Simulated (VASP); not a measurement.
# Zr3PdSe4 (P-6m2) in VASP: further runs

The runs below take Zr3PdSe4 through single point, with PBE.

All numbers are computed with VASP 6.6.1; they aren't measurements. Logs are shortened: lines on timing, memory, paths and dates and some standing lists are left out, and cuts for length are marked.

**1. The cell of the first run**

Symmetry: P-6m2, No. 187, hexagonal system. Conventional cell: a = 7.163 Å, b = 7.163 Å, c = 3.652 Å, α = 90.00°, β = 90.00°, γ = 120.00°. Zr (site symmetry mm2) has 6 Se at 2.72 to 2.85 Å and 6 Zr at 3.37 to 3.79 Å and 2 Pd at 3.58 Å within 3.8 Å. Pd (site symmetry -6m2) has 6 Se at 2.75 Å and 6 Zr at 3.58 Å and 2 Pd at 3.65 Å within 3.7 Å. Within 3.7 Å of Se (site symmetry mm2) lie 4 Zr at 2.72 Å and 2 Pd at 2.75 Å and 8 Se at 3.57 to 3.65 Å. Within 3.8 Å of Se (site symmetry -6m2) lie 6 Zr at 2.85 Å and 8 Se at 3.58 to 3.65 Å.

**2. Single point, PBE**

The input, INCAR:

```
ALGO = Normal
EDIFF = 1E-7
ENCUT = 520
GGA = PE
ISIF = 2
ISMEAR = 0
LASPH = True
LCHARG = True
LELF = True
LREAL = False
LVHAR = True
LWAVE = False
NBANDS = 45
NELM = 80
PREC = Accurate
SIGMA = 0.1
```

The input, KPOINTS:

```
k-points
0
Gamma
  6 6 8
```

The input, POSCAR:

```
Zr3PdSe4
1.0
    7.1628413781      0.0000000000      0.0000000000
   -3.5814206891      6.2032025968      0.0000000000
    0.0000000000      0.0000000000      3.6516803042
Zr Pd Se
3 1 4
Direct
    0.0193518580      0.5096759290      0.0000000000
    0.4903240710      0.9806481420      0.0000000000
    0.4903240710      0.5096759290      0.0000000000
    0.0000000000      0.0000000000      0.0000000000
    0.1662394924      0.8337605076      0.5000000000
    0.1662394924      0.3324789847      0.5000000000
    0.6666666667      0.3333333333      0.5000000000
    0.6675210153      0.8337605076      0.5000000000
```

Potentials or basis: VASP PAW PBE potentials, release 64 (Zr_sv, Pd, Se).

On the command line:

```console
> cat potpaw_PBE.64/Zr_sv/POTCAR potpaw_PBE.64/Pd/POTCAR potpaw_PBE.64/Se/POTCAR > POTCAR
> mpirun -np 1 vasp_std > vasp.out
```

OUTCAR:

```text
EDIFF = 1E-7
   ENCUT = 520
   GGA = PE
   ISIF = 2
   ISMEAR = 0
   LASPH = True
   LREAL = False
   NELM = 80
   PREC = Accurate

 ion  position               nearest neighbor table
   1  0.019  0.510  0.000-   5 2.72   5 2.72   6 2.72   6 2.72   7 2.85   7 2.85   3 3.37   2 3.37
                             4 3.58   4 3.58   3 3.79   2 3.79
   2  0.490  0.981  0.000-   5 2.72   5 2.72   8 2.72   8 2.72   7 2.85   7 2.85   1 3.37   3 3.37
                             4 3.58   4 3.58   1 3.79   3 3.79
   3  0.490  0.510  0.000-   6 2.72   6 2.72   8 2.72   8 2.72   7 2.85   7 2.85   1 3.37   2 3.37
                             4 3.58   4 3.58   1 3.79   2 3.79
   4  0.000  0.000  0.000-   8 2.75   8 2.75   6 2.75   6 2.75   5 2.75   5 2.75   2 3.58   2 3.58
                             3 3.58   3 3.58   1 3.58   1 3.58
   5  0.166  0.834  0.500-   2 2.72   2 2.72   1 2.72   1 2.72   4 2.75   4 2.75
   6  0.166  0.332  0.500-   3 2.72   3 2.72   1 2.72   1 2.72   4 2.75   4 2.75
   7  0.667  0.333  0.500-   1 2.85   1 2.85   2 2.85   2 2.85   3 2.85   3 2.85
   8  0.668  0.834  0.500-   3 2.72   3 2.72   2 2.72   2 2.72   4 2.75   4 2.75

  LATTYP: Found a hexagonal cell.
 ALAT       =     7.1628413781
 C/A-ratio  =     0.5098089028

  Lattice vectors:

 A1 = (   7.1628413781,   0.0000000000,   0.0000000000)
 A2 = (  -3.5814206891,   6.2032025968,   0.0000000000)
 A3 = (   0.0000000000,   0.0000000000,   3.6516803042)

Analysis of symmetry for initial positions (statically):
=====================================================================
 Subroutine PRICEL returns:
 Original cell was already a primitive cell.

 Routine SETGRP: Setting up the symmetry group for a
 hexagonal supercell.

 Subroutine GETGRP returns: Found 12 space group operations
 (whereof 12 operations were pure point group operations)
 out of a pool of 24 trial point group operations.

The static configuration has the point symmetry D_3h.

Analysis of symmetry for dynamics (positions and initial velocities):
=====================================================================
 Subroutine PRICEL returns:
 Original cell was already a primitive cell.

 Routine SETGRP: Setting up the symmetry group for a
 hexagonal supercell.

 Subroutine GETGRP returns: Found 12 space group operations
 (whereof 12 operations were pure point group operations)
 out of a pool of 24 trial point group operations.

The dynamic configuration has the point symmetry D_3h.

 Subroutine INISYM returns: Found 12 space group operations
 (whereof 12 operations are pure point group operations),
 and found     1 'primitive' translations

----------------------------------------------------------------------------------------

                                     Primitive cell

  volume of cell :     162.2535

  direct lattice vectors                    reciprocal lattice vectors
     7.162841378  0.000000000  0.000000000     0.139609402  0.080603526  0.000000000
    -3.581420689  6.203202597  0.000000000     0.000000000  0.161207051  0.000000000
     0.000000000  0.000000000  3.651680304     0.000000000  0.000000000  0.273846535

  length of vectors
     7.162841378  7.162841378  3.651680304     0.161207051  0.161207051  0.273846535

  position of ions in fractional coordinates (direct lattice)
     0.019351858  0.509675929  0.000000000
     0.490324071  0.980648142  0.000000000
     0.490324071  0.509675929  0.000000000
     0.000000000  0.000000000  0.000000000
     0.166239492  0.833760508  0.500000000
     0.166239492  0.332478985  0.500000000
     0.666666667  0.333333333  0.500000000
     0.667521015  0.833760508  0.500000000

  ion indices of the primitive-cell ions
   primitive index   ion index
                 1           1
                 2           2
                 3           3
                 4           4
                 5           5
                 6           6
                 7           7
                 8           8

----------------------------------------------------------------------------------------

 KPOINTS: k-points

Automatic generation of k-mesh.
 Grid dimensions read from file:
 generate k-points for:    6    6    8

 Generating k-lattice:

  Cartesian coordinates                     Fractional coordinates (reciprocal lattice)
     0.023268234  0.013433921  0.000000000     0.166666667 -0.000000000  0.000000000
     0.000000000  0.026867842  0.000000000     0.000000000  0.166666667  0.000000000
     0.000000000  0.000000000  0.034230817     0.000000000  0.000000000  0.125000000

  Length of vectors
     0.026867842  0.026867842  0.034230817

  Shift w.r.t. Gamma in fractional coordinates (k-lattice)
     0.000000000  0.000000000  0.000000000

 Subroutine IBZKPT returns following result:
 ===========================================

 Found     35 irreducible k-points:

 Following reciprocal coordinates:
            Coordinates               Weight
  0.000000  0.000000  0.000000      1.000000
  0.166667  0.000000  0.000000      6.000000
  0.333333  0.000000  0.000000      6.000000
  0.500000  0.000000  0.000000      3.000000
  0.166667  0.166667  0.000000      6.000000
  0.333333  0.166667  0.000000     12.000000
[... 16 lines left out ...]
  0.166667  0.000000  0.375000     12.000000
  0.333333  0.000000  0.375000     12.000000
 [... further k-points ...]
   k-points           NKPTS =     35   k-points in BZ     NKDIM =     35   number of bands    NBANDS=     45
   number of dos      NEDOS =    301   number of ions     NIONS =      8
   total plane-waves  NPLWV =  81648
   dimension x,y,z NGX =    54 NGY =   54 NGZ =   28
   dimension x,y,z NGXF=   108 NGYF=  108 NGZF=   56
   ions per type =               3   1   4
   NGX,Y,Z   is equivalent  to a cutoff of  12.53, 12.53, 12.75 a.u.
   NGXF,Y,Z  is equivalent  to a cutoff of  25.07, 25.07, 25.49 a.u.
 SYSTEM =  unknown system
   PREC   = accura    normal or accurate (medium, high low for compatibility)
   ISTART =      0    job   : 0-new  1-cont  2-samecut
   ICHARG =      2    charge: 1-file 2-atom 10-const
   ISPIN  =      1    spin polarized calculation?
   LNONCOLLINEAR =      F non collinear calculations
   LSORBIT =      F    spin-orbit coupling
   LASPH  =      T    aspherical Exc in radial PAW
   ENCUT  =  520.0 eV  38.22 Ry    6.18 a.u.  13.32 13.32  6.79*2*pi/ulx,y,z
   NELM   =     80;   NELMIN=  2; NELMDL= -5     # of ELM steps
   EDIFF  = 0.1E-06   stopping-criterion for ELM
   LREAL  =      F    real-space projection
   EDIFFG = 0.1E-05   stopping-criterion for IOM
   NSW    =      0    number of steps for IOM
   IBRION =     -1    ionic relax: 0-MD 1-quasi-New 2-CG
   NFREE  =      0    steps in history (QN), initial steepest desc. (CG)
   ISIF   =      2    stress and relaxation
   ISYM   =      2    0-nonsym 1-usesym 2-fastsym
   POTIM  = 0.5000    time-step for ionic-motion
   TEBEG  =    0.0;   TEEND  =   0.0 temperature during run
   PSTRESS=    0.0 pullay stress
   NELECT =      70.0000    total number of electrons
   NUPDOWN=      -1.0000    fix difference up-down
   EMIN   =  10.00;   EMAX   =-10.00  energy-range for DOS
   EFERMI =   0.00;   METHOD = LEGACY
   ISMEAR =     0;   SIGMA  =   0.10  broadening in eV -4-tet -1-fermi 0-gaus
   EFERMI_NEDOS =   21; number of points for ismear=-14 and -15
   IALGO  =     38    algorithm
   IMIX   =      4    mixing-type and parameters
     AMIX     =   0.40;   BMIX     =  1.00
     AMIX_MAG =   1.60;   BMIX_MAG =  1.00
  volume/ion in A,a.u.               =      20.28       136.87
  Fermi-wavevector in a.u.,A,eV,Ry     =   1.237018  2.337626 20.819833  1.530215
  Thomas-Fermi vector in A             =   2.371603
   LORBIT       =      0    0 simple, 1 ext, 2 COOP (PROOUT), +10 PAW based schemes
   GGA     = PE    functional components
   LHFCALC =     F    Hartree Fock is set to
   AEXX    =    0.0000 exact exchange contribution
   IVDW    =     0    specifies the selected vdW correction
   LEPSILON=     F    determine dielectric tensor
   LRPA    =     F    only Hartree local field effects (RPA)
 non-spin polarized calculation
 Gauss-broadening in eV      SIGMA  =   0.10
  energy-cutoff  :      520.00
  volume of cell :      162.25
 maximum number of plane-waves:      4392
 NGX is ok and might be reduce to    54
   NGX = 27   NGY = 27   NGZ = 13

 number of electron      70.0000006 magnetization

 Free energy of the ion-electron system (eV)
  ---------------------------------------------------
  ext. energy  EPLUGINS =         0.00000000
  ---------------------------------------------------
  free energy    TOTEN  =       -53.20648151 eV

  energy without entropy =      -53.18010744  energy(sigma->0) =      -53.19329447

 E-fermi :   8.2271     XC(G=0): -10.9871

 val. band max:        8.2266133053   @ k =   0.1667   0.1667   0.2500
 cond. band min:       8.2450002223   @ k =   0.1667   0.0000   0.1250
 fundamental gap:      0.0183869170
 Fermi energy:         8.2270897175

 k-point     1 :       0.0000    0.0000    0.0000
  band No.  band energies     occupation
      1     -41.4399      2.00000
      2     -41.4162      2.00000
      3     -41.4162      2.00000
      4     -19.6456      2.00000
      5     -19.6456      2.00000
      6     -19.5539      2.00000
[... 37 lines left out ...]
     44      11.0140      0.00000
     45      11.0229      0.00000

 k-point     2 :       0.1667    0.0000    0.0000
  band No.  band energies     occupation
      1     -41.4390      2.00000
      2     -41.4170      2.00000
      3     -41.4162      2.00000
      4     -19.6446      2.00000
      5     -19.6394      2.00000
      6     -19.5408      2.00000
[... 37 lines left out ...]
     44      10.8415      0.00000
     45      11.0476      0.00000

 k-point     3 :       0.3333    0.0000    0.0000
  band No.  band energies     occupation
      1     -41.4372      2.00000
      2     -41.4189      2.00000
      3     -41.4162      2.00000
      4     -19.6431      2.00000
      5     -19.6253      2.00000
      6     -19.5108      2.00000
[... 37 lines left out ...]
     44      10.7613      0.00000
     45      11.2230      0.00000

 k-point     4 :       0.5000    0.0000    0.0000
  band No.  band energies     occupation
      1     -41.4361      2.00000
      2     -41.4200      2.00000
      3     -41.4162      2.00000
      4     -19.6425      2.00000
      5     -19.6169      2.00000
      6     -19.5176      2.00000
[... 901 lines left out ...]
     44      11.3234      0.00000
     45      11.3234      0.00000

 k-point    23 :       0.1667    0.0000    0.3750
  band No.  band energies     occupation
      1     -41.4298      2.00000
      2     -41.4083      2.00000
      3     -41.4075      2.00000
      4     -19.6650      2.00000
      5     -19.6102      2.00000
      6     -19.6058      2.00000
[... 37 lines left out ...]
     44      11.0817      0.00000
     45      11.3811      0.00000

 k-point    24 :       0.3333    0.0000    0.3750
  band No.  band energies     occupation
      1     -41.4280      2.00000
      2     -41.4101      2.00000
      3     -41.4075      2.00000
      4     -19.6576      2.00000
      5     -19.6114      2.00000
      6     -19.6046      2.00000
[... 37 lines left out ...]
     44      11.0076      0.00000
     45      11.4526      0.00000

 [... further k-points ...]

------------------------ aborting loop because EDIFF is reached ----------------------------------------

  FORCE on cell =-STRESS in cart. coord.  units (eV):
  Direction    XX          YY          ZZ          XY          YZ          ZX
  --------------------------------------------------------------------------------------
  -------------------------------------------------------------------------------------
  Total        0.0815282      0.0815282      0.1314428     -0.0000000     -0.0000000     -0.0000000
  in kB        0.8050530      0.8050530      1.2979363     -0.0000000     -0.0000000     -0.0000000
  external PRESSURE =       0.9693474 kB  Pullay stress =       0.0000000 kB

 VOLUME and BASIS-vectors are now :
 -----------------------------------------------------------------------------
  energy-cutoff  :      520.00
  volume of cell :      162.25
      direct lattice vectors                 reciprocal lattice vectors
     7.162841378  0.000000000  0.000000000     0.139609402  0.080603526  0.000000000
    -3.581420689  6.203202597  0.000000000     0.000000000  0.161207051  0.000000000
     0.000000000  0.000000000  3.651680304     0.000000000  0.000000000  0.273846535

 POSITION                                       TOTAL-FORCE (eV/Angst)
 -----------------------------------------------------------------------------------
     -1.68675      3.16162      0.00000        -0.006047     -0.003491     -0.000000
     -0.00000      6.08316      0.00000        -0.000000      0.006982     -0.000000
      1.68675      3.16162      0.00000         0.006047     -0.003491     -0.000000
      0.00000      0.00000      0.00000         0.000000     -0.000000     -0.000000
     -1.79530      5.17199      1.82584        -0.010074      0.005816      0.000000
      0.00000      2.06243      1.82584         0.000000     -0.011632     -0.000000
      3.58142      2.06773      1.82584         0.000000     -0.000000     -0.000000
      1.79530      5.17199      1.82584         0.010074      0.005816      0.000000
 -----------------------------------------------------------------------------------
    total drift:                               -0.000000      0.000000     -0.000000

  FREE ENERGIE OF THE ION-ELECTRON SYSTEM (eV)
  ---------------------------------------------------
  free  energy   TOTEN  =       -53.2064815120 eV

  energy  without entropy=      -53.1801074374  energy(sigma->0) =      -53.19329447
```

Run time: 8.6 min. Hardware: 1 thread of Intel Xeon Platinum 8488C (Sapphire Rapids), shared host; peak memory 0.41 GiB.

Results:

| Quantity | Value |
| --- | --- |
| Free energy | -53.2065 eV |
| Pressure | 0.1 GPa |
| Largest force | 0.012 eV/Å |
| Band gap on the k mesh | zero (bands 35 and 36 overlap by 0.43 eV) |

Forces in eV/Å, atoms in the order of the input:
```
Zr  -0.006 -0.003  0.000
Zr   0.000  0.007  0.000
Zr   0.006 -0.003  0.000
Pd   0.000  0.000  0.000
Se  -0.010  0.006  0.000
Se   0.000 -0.012  0.000
Se   0.000  0.000  0.000
Se   0.010  0.006  0.000
```

Levels at points of the mesh, in eV from the Fermi level:
```csv
k point,band 33,band 34,band 35,band 36,band 37,band 38
"(0.00, 0.00, 0.00)",-1.63,-1.63,-0.13,-0.13,0.97,0.97
"(0.50, 0.00, 0.00)",-1.52,-1.45,-0.12,-0.06,0.64,0.72
"(0.00, 0.00, 0.50)",-0.65,-0.50,-0.18,-0.18,1.37,1.37
"(0.50, 0.00, 0.50)",-0.96,-0.76,-0.11,-0.01,1.05,1.21
```

**3. Single point, PBE (20.89 Å³/atom)**

This run uses another cell than the first one, of 20.89 Å³/atom.

The input, INCAR:

```
PREC = Accurate
ENCUT = 520
EDIFF = 1E-6
ISMEAR = 0
SIGMA = 0.1
LREAL = F
LASPH = T
NELM = 60
ALGO = Normal
ISIF = 2
LWAVE = F
LCHARG = F
GGA = PE
NBANDS = 45
```

The input, KPOINTS:

```
regular mesh
0
Gamma
  6 6 8
```

The input, POSCAR:

```
Zr3PdSe4
1.0
    7.2552186605      0.0000000000      0.0000000000
   -3.6276093302      6.2832036700      0.0000000000
    0.0000000000      0.0000000000      3.6653743486
Zr Pd Se
3 1 4
Direct
    0.0217662653      0.5108831326      0.0000000000
    0.4891168674      0.9782337347      0.0000000000
    0.4891168674      0.5108831326      0.0000000000
    0.0000000000      0.0000000000      0.0000000000
    0.1667462747      0.8332537253      0.5000000000
    0.1667462747      0.3334925494      0.5000000000
    0.6666666667      0.3333333333      0.5000000000
    0.6665074506      0.8332537253      0.5000000000
```

Potentials or basis: VASP PAW PBE potentials, release 64 (Zr_sv, Pd, Se).

On the command line:

```console
> cat potpaw_PBE.64/Zr_sv/POTCAR potpaw_PBE.64/Pd/POTCAR potpaw_PBE.64/Se/POTCAR > POTCAR
> mpirun -np 1 vasp_std > vasp.out
```

It took 8.3 min on 1 thread of Intel Xeon Platinum 8488C (Sapphire Rapids), shared host; peak memory 0.41 GiB.

The run converged. Its results:

* Free energy: -53.1705 eV
* Pressure: -2.4 GPa
* Largest force: 0.013 eV/Å
* Band gap on the k mesh: zero (bands 35 and 36 overlap by 0.45 eV)

Forces in eV/Å, atoms in the order of the input:
```
Zr  -0.008 -0.005  0.000
Zr   0.000  0.009  0.000
Zr   0.008 -0.005  0.000
Pd   0.000  0.000  0.000
Se  -0.011  0.007  0.000
Se   0.000 -0.013  0.000
Se   0.000  0.000  0.000
Se   0.011  0.007  0.000
```

Levels at points of the mesh, in eV from the Fermi level:
| k point | band 32 | band 33 | band 34 | band 35 | band 36 | band 37 | band 38 | band 39 |
| --- | --- | --- | --- | --- | --- | --- | --- | --- |
| (0.00, 0.00, 0.00) | -1.97 | -1.57 | -1.57 | -0.15 | -0.15 | 0.89 | 0.94 | 1.59 |
| (0.50, 0.00, 0.00) | -1.60 | -1.46 | -1.42 | -0.14 | -0.10 | 0.65 | 0.70 | 1.15 |
| (0.00, 0.00, 0.50) | -0.60 | -0.60 | -0.49 | -0.22 | -0.22 | 1.31 | 1.31 | 1.65 |
| (0.50, 0.00, 0.50) | -0.99 | -0.93 | -0.71 | -0.15 | 0.02 | 1.01 | 1.18 | 1.70 |

The gap in the log of VASP goes by the Fermi energy; the results here count the filled bands.